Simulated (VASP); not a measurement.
# TaO (P6/mmm) in VASP: a series of runs, part 2 of 2

VASP 6.6.1. Earlier steps stand in the parts before.

**5. Single point, PBE**

Input file INCAR:

```
PREC = Accurate
ENCUT = 700
EDIFF = 1E-6
ISMEAR = -1
SIGMA = 0.05
LREAL = False
LASPH = True
NELM = 120
ALGO = Normal
ISIF = 2
LWAVE = False
LCHARG = False
GGA = PE
NBANDS = 16
GGA_COMPAT = False
```

Input file KPOINTS:

```
Automatic mesh
0
Gamma
  10 10 7
```

Input file POSCAR:

```
TaO
1.0
    3.0655641987      0.0000028862      0.0000000000
   -1.5327845989      2.6548550299      0.0000000000
    0.0000000000      0.0000000000      3.8554718106
Ta O
1 1
Direct
    0.0000000000      0.0000000000      0.5000000000
    0.0000000000      0.0000000000      0.0000000000
```

Potentials or basis: VASP PAW PBE potentials, release 64 (Ta_sv_GW, O).

Run with:

```console
cat potpaw_PBE.64/Ta_sv_GW/POTCAR potpaw_PBE.64/O/POTCAR > POTCAR
mpirun -np 1 vasp_std > vasp.out
```

OUTCAR:

```text
PREC = Accurate
   ENCUT = 700
   EDIFF = 1E-6
   ISMEAR = -1
   LREAL = False
   LASPH = True
   NELM = 120
   ISIF = 2
   GGA = PE

 ion  position               nearest neighbor table
   1  0.000  0.000  0.500-   2 1.93   2 1.93
   2  0.000  0.000  0.000-   1 1.93   1 1.93

  LATTYP: Found a hexagonal cell.
 ALAT       =     3.0655641987
 C/A-ratio  =     1.2576712020

  Lattice vectors:

 A1 = (   3.0655641987,   0.0000028862,   0.0000000000)
 A2 = (  -1.5327845989,   2.6548550299,   0.0000000000)
 A3 = (   0.0000000000,   0.0000000000,   3.8554718106)

Analysis of symmetry for initial positions (statically):
=====================================================================
 Subroutine PRICEL returns:
 Original cell was already a primitive cell.

 Routine SETGRP: Setting up the symmetry group for a
 hexagonal supercell.

 Subroutine GETGRP returns: Found 24 space group operations
 (whereof 24 operations were pure point group operations)
[... 160 lines left out ...]
  free energy    TOTEN  =       -22.02849674 eV

  energy without entropy =      -22.00376751  energy(sigma->0) =      -22.01613212

 E-fermi :   6.5291     XC(G=0): -11.2592

 val. band max:        6.5222171457   @ k =   0.5000   0.0000   0.1429
 cond. band min:       6.5291935162   @ k =   0.3000   0.0000   0.2857
 fundamental gap:      0.0069763705
 Fermi energy:         6.5290680873

 k-point     1 :       0.0000    0.0000    0.0000
  band No.  band energies     occupation
      1     -61.7289      2.00000
      2     -28.4338      2.00000
      3     -27.7910      2.00000
      4     -27.7910      2.00000
      5     -12.9333      2.00000
      6       1.2593      2.00000
[... 433 lines left out ...]
      3     -28.3371      2.00000
      4     -27.9600      2.00000
      5     -12.2355      2.00000
      6       1.4535      2.00000
[... 8 lines left out ...]
     15      16.7331      0.00000
     16      18.7485      0.00000

 [... further k-points ...]

------------------------ aborting loop because EDIFF is reached ----------------------------------------

  FORCE on cell =-STRESS in cart. coord.  units (eV):
  Direction    XX          YY          ZZ          XY          YZ          ZX
  --------------------------------------------------------------------------------------
  -------------------------------------------------------------------------------------
  Total       -0.0804329     -0.0804329      0.0711709      0.0000000     -0.0000000     -0.0000000
  in kB       -4.1069134     -4.1069134      3.6339917      0.0000000     -0.0000000     -0.0000000
  external PRESSURE =      -1.5266117 kB  Pullay stress =       0.0000000 kB

 VOLUME and BASIS-vectors are now :
 -----------------------------------------------------------------------------
  energy-cutoff  :      700.00
  volume of cell :       31.38
      direct lattice vectors                 reciprocal lattice vectors
     3.065564199  0.000002886  0.000000000     0.326204050  0.188334405  0.000000000
    -1.532784599  2.654855030  0.000000000    -0.000000355  0.376668197  0.000000000
     0.000000000  0.000000000  3.855471811     0.000000000  0.000000000  0.259371628

 POSITION                                       TOTAL-FORCE (eV/Angst)
 -----------------------------------------------------------------------------------
      0.00000      0.00000      1.92774         0.000000      0.000000      0.000000
      0.00000      0.00000      0.00000        -0.000000      0.000000      0.000000
 -----------------------------------------------------------------------------------
    total drift:                               -0.000000     -0.000000      0.000000

  FREE ENERGIE OF THE ION-ELECTRON SYSTEM (eV)
  ---------------------------------------------------
  free  energy   TOTEN  =       -22.0284967397 eV

  energy  without entropy=      -22.0037675073  energy(sigma->0) =      -22.01613212
```

stdout:

```text
POSCAR found type information on POSCAR TaO
 POSCAR found :  2 types and       2 ions
 scaLAPACK will be used
 LDA part: xc-table for (Slater+PW92), standard interpolation
 POSCAR, INCAR and KPOINTS ok, starting setup
 FFT: planning ... GRIDC
 FFT: planning ... GRID_SOFT
 FFT: planning ... GRID
 WAVECAR not read
 entering main loop
```

It took 26 s on 1 thread of Intel Xeon 6975P-C (Granite Rapids), shared host; peak memory 0.2 GiB.

Results:

| Property | Result |
| --- | --- |
| Free energy | -22.0285 eV |
| Pressure | -0.2 GPa |
| Band gap on the k mesh | zero (an odd number of electrons rules out a gap without spin polarisation) |

Stress tensor (GPa, compression positive):
```
-0.41  0.00  0.00
 0.00 -0.41  0.00
 0.00  0.00  0.36
```

Caveat: spin-orbit coupling is left out, which moves the levels of the heavy elements; an odd number of electrons without spin polarisation forces a metal; a magnetic or distorted state may lie lower.

**6. Single point, PBE**

This run uses another cell than the first one, of 15.41 Å³/atom.

Input file INCAR:

```
  ALGO = Normal
  EDIFF = 1E-6
  ENCUT = 700
  GGA = PE
  GGA_COMPAT = False
  ISIF = 2
  ISMEAR = -1
  LASPH = True
  LCHARG = False
  LREAL = False
  LWAVE = False
  NBANDS = 16
  NELM = 120
  PREC = Accurate
  SIGMA = 0.05
```

Input file KPOINTS:

```
k-points
0
Gamma
  10 10 7
```

Input file POSCAR:

```
TaO
1.0
    3.0401350304      0.0000028623      0.0000000000
   -1.5200699940      2.6328327361      0.0000000000
    0.0000000000      0.0000000000      3.8495987183
Ta O
1 1
Direct
    0.0000000000      0.0000000000      0.5000000000
    0.0000000000      0.0000000000      0.0000000000
```

Potentials or basis: VASP PAW PBE potentials, release 64 (Ta_sv_GW, O).

Run with:

```console
cat potpaw_PBE.64/Ta_sv_GW/POTCAR potpaw_PBE.64/O/POTCAR > POTCAR
mpirun -np 1 vasp_std > vasp.out
```

Run time: 19 s. Hardware: 1 thread of Intel Xeon 6975P-C (Granite Rapids), shared host; peak memory 0.2 GiB.

Results (log left out):

* Free energy: -22.0252 eV
* Pressure: 1.8 GPa
* Band gap on the k mesh: zero (an odd number of electrons rules out a gap without spin polarisation)

Stress tensor (GPa, compression positive):
```
1.57 0.00 0.00
0.00 1.57 0.00
0.00 0.00 2.37
```

Levels at points of the mesh, in eV from the Fermi level:
| k point | band 5 | band 6 | band 7 | band 8 | band 9 | band 10 | band 11 | band 12 | band 13 | band 14 |
| --- | --- | --- | --- | --- | --- | --- | --- | --- | --- | --- |
| (0.00, 0.00, 0.00) | -19.47 | -5.34 | -3.43 | -2.29 | -2.29 | 0.62 | 0.62 | 3.26 | 3.26 | 6.80 |
| (0.50, 0.00, 0.00) | -19.00 | -4.85 | -3.06 | -3.00 | -2.75 | -0.66 | 2.43 | 3.90 | 5.23 | 6.33 |

Caveat: spin-orbit coupling is left out, which moves the levels of the heavy elements; an odd number of electrons without spin polarisation forces a metal; a magnetic or distorted state may lie lower.

**7. Summary**

```csv
level,potentials or basis,cell,k mesh,cutoff (eV),grid for exact exchange (PRECFOCK),share of exact exchange,gap on the mesh (eV),pressure (GPa)
PBE-based global hybrid with 50 % exact exchange,"VASP PAW PBE potentials, release 64 (Ta_pv, O)","a = 3.066, b = 3.066, c = 3.855 Å, angles 90.0, 90.0, 120.0°, 2 atoms",6 × 6 × 4,520,Normal,0.5,none,-12.4
PBE,"VASP PAW PBE potentials, release 64 (Ta_sv_GW, O)","a = 3.005, b = 3.005, c = 3.841 Å, angles 90.0, 90.0, 120.0°, 2 atoms",10 × 10 × 7,700,-,-,none,4.8
PBE,"VASP PAW PBE potentials, release 64 (Ta_sv_GW, O)","a = 2.875, b = 2.875, c = 3.804 Å, angles 90.0, 90.0, 120.0°, 2 atoms",10 × 10 × 7,700,-,-,none,20.0
PBE,"VASP PAW PBE potentials, release 64 (Ta_sv_GW, O)","a = 3.066, b = 3.066, c = 3.855 Å, angles 90.0, 90.0, 120.0°, 2 atoms",10 × 10 × 7,700,-,-,none,-0.2
PBE,"VASP PAW PBE potentials, release 64 (Ta_sv_GW, O)","a = 3.040, b = 3.040, c = 3.850 Å, angles 90.0, 90.0, 120.0°, 2 atoms",10 × 10 × 7,700,-,-,none,1.8
```

Alike in all rows: task single point; no spin polarisation; smearing fermi-dirac 0.05 eV.

Caveats: some runs use coarse meshes; spin-orbit coupling is left out, which moves the levels of the heavy elements; an odd number of electrons without spin polarisation forces a metal; a magnetic or distorted state may lie lower; the cell stands under pressure (at least some runs); the PAW data sets were made with another functional, which shifts forces and pressure a little (at least some runs).

Total energies depend on the potentials used, so only differences within one code and one set of settings carry meaning.

The gap in the log of VASP goes by the Fermi energy; the results here count the filled bands.